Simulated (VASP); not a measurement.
Write the native input for VASP 6.6.1 that does the following.

- Task: single point
- Functional: PBEsol
- Potentials or basis: VASP PAW PBE potentials, release 64 (Al)
- Cutoff: 520 eV
- k mesh: 19 × 19 × 19
- Occupations: fermi-dirac, width 0.1 eV
- Spin: no spin polarisation
- Dipole correction: no
- Further INCAR settings: ALGO = Normal; EDIFF = 1e-07; NBANDS = 8

The structure of Al lies in POSCAR:

```
Al
1.0
    2.7009579765      0.0000000000      0.0000000000
    0.0000000000      2.7009579765      0.0000000000
    0.0000000000      0.0000000000      2.7009579765
Al
1
Direct
    0.0000000000      0.0000000000      0.0000000000
```

These files were run (other wordings do the same):

INCAR

```
SYSTEM = Al
PREC = Accurate
ENCUT = 520
EDIFF = 1E-7
ISMEAR = -1
SIGMA = 0.1
LREAL = .False.
LASPH = .True.
NELM = 100
ALGO = Normal
ISIF = 2
LWAVE = .False.
LCHARG = .False.
GGA = PS
NBANDS = 8
```

KPOINTS

```
regular mesh
0
Gamma
  19 19 19
  0 0 0
```

Potentials or basis: VASP PAW PBE potentials, release 64 (Al).

The run is started by

```sh
$ cat potpaw_PBE.64/Al/POTCAR > POTCAR
$ mpirun -np 1 vasp_std > vasp.out
```

Results of the run:

- Pressure: 0.1 GPa

Caveat: the PAW data sets were made with another functional, which shifts forces and pressure a little.

It took 13 s on 1 thread of Intel Xeon 6975P-C, on a shared host, peak memory 0.14 GiB.
